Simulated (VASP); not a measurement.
Wanted: the native input for a VASP 6.6.1 run.

- Task: relaxation of cell and atoms
- Functional: PBE
- Potentials or basis: VASP PAW PBE potentials, release 64 (Cd, Sb, O)
- Cutoff: 600 eV
- k mesh: 6 × 6 × 6
- Occupations: gaussian, width 0.1 eV
- Spin: no spin polarisation
- Dipole correction: no
- Further INCAR settings: ALGO = Normal; EDIFF = 1e-07; IBRION = 2; EDIFFG = -0.04; NSW = 90; ISIF = 3

The structure of CdSb2O2 lies in POSCAR:

```
CdSb2O2
1.0
    2.5758224500      1.4871517800      5.2079214400
   -2.5758224500      1.4871517800      5.2079214400
    0.0000000000     -2.9743035700      5.2079214400
Cd Sb O
1 2 2
Direct
    0.0000000000      0.0000000000      0.0000000000
    0.3281047600      0.3281047600      0.3281047600
    0.6718952400      0.6718952400      0.6718952400
    0.4376037100      0.4376037100      0.4376037100
    0.5623962900      0.5623962900      0.5623962900
```

The cell was built from a structure type or drawn by symmetry, and may not be a known phase.

One way to write it, as run:

INCAR

```
SYSTEM = CdSb2O2
PREC     = Accurate       ! precision mode
ENCUT    = 600            ! plane-wave cutoff, eV
EDIFF    = 1E-7           ! SCF threshold, eV
ISMEAR   = 0              ! smearing method
SIGMA    = 0.1            ! smearing width, eV
LREAL    = .FALSE.        ! projectors in reciprocal space
LASPH    = .TRUE.         ! aspherical terms in the spheres
NELM     = 80             ! most SCF steps
ALGO     = Normal         ! electronic algorithm
ISIF     = 3              ! what is computed and relaxed
LWAVE    = .FALSE.        ! write WAVECAR
LCHARG   = .FALSE.        ! write CHGCAR
GGA      = PE             ! functional
IBRION   = 2              ! ionic algorithm
NSW      = 90             ! ionic steps
EDIFFG   = -0.04          ! ionic threshold
```

KPOINTS

```
Automatic mesh
0
G
  6 6 6
  0 0 0
```

Potentials or basis: VASP PAW PBE potentials, release 64 (Cd, Sb, O).

The run is started by

```bash
$ cat potpaw_PBE.64/Cd/POTCAR potpaw_PBE.64/Sb/POTCAR potpaw_PBE.64/O/POTCAR > POTCAR
$ mpirun -np 1 vasp_std > vasp.out
```

Results of the run:

The relaxed volume is 37.36 Å³/atom and the relaxed cell is a = 7.581 Å, b = 7.581 Å, c = 7.581 Å, α = 43.43°, β = 43.43°, γ = 43.43°. The space group after relaxing (to 0.1 Å) is R-3m (No. 166), the energy gained by relaxing is 619.7 meV/atom and the ionic steps are 39. The pressure after relaxing is 0.0 GPa, the largest force after relaxing is 0.039 eV/Å and the band gap on the k mesh is zero (bands 17 and 18 overlap by 0.79 eV).

Caveat: the volume moved by over 15 % at a fixed basis, so the end points are rough; spin-orbit coupling is left out, which moves the levels of the heavy elements.

Wall time 51 min on 1 thread of Intel(R) Xeon(R) Platinum 8259CL CPU @ 2.50GHz (Skylake/Cascade Lake), on a shared host, peak memory 0.42 GiB.
